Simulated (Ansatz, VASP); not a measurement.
C in VASP and in Ansatz

```xyz
2
Lattice="0.0000 2.1270 3.3480 1.2280 0.0000 3.3480 1.2280 2.1270 0.0000" Properties=species:S:1:pos:R:3 pbc="T T T"
C     1.2280    0.7090    3.3480
C     1.2280    3.5450    3.3480
```

Alike in both runs: task electric field gradients; functional r2SCAN; k mesh 18 × 18 × 18; occupations fermi-dirac, width 0.05 eV; no spin polarisation.

|  | VASP | Ansatz |
| --- | --- | --- |
| version | VASP 6.6.1 | Ansatz 0.2.0 |
| potentials or method | VASP PAW PBE potentials, release 64 (C) | PAW with Ansatz's default frozen-core files, scalar-relativistic |
| plane-wave cutoff (eV) | 520 | 500 |
| valence electrons in the cell | 8 | 8 |

VASP gave:

* pressure (GPa): 1.1
* traceless stress, the component that is largest in VASP (GPa): 0.75
* size of Vzz on the site where it differs most (V/Å²): 32.2

**Question.** What did Ansatz give for the same quantities?

**Answer.** Pressure (GPa): 0.4; traceless stress, the component that is largest in VASP (GPa): 1.54; size of Vzz on the site where it differs most (V/Å²): 24.7.

VASP's potentials were made for PBE, not for r2SCAN. The functional is the same, so the differences come from potentials, cutoffs and numerics.
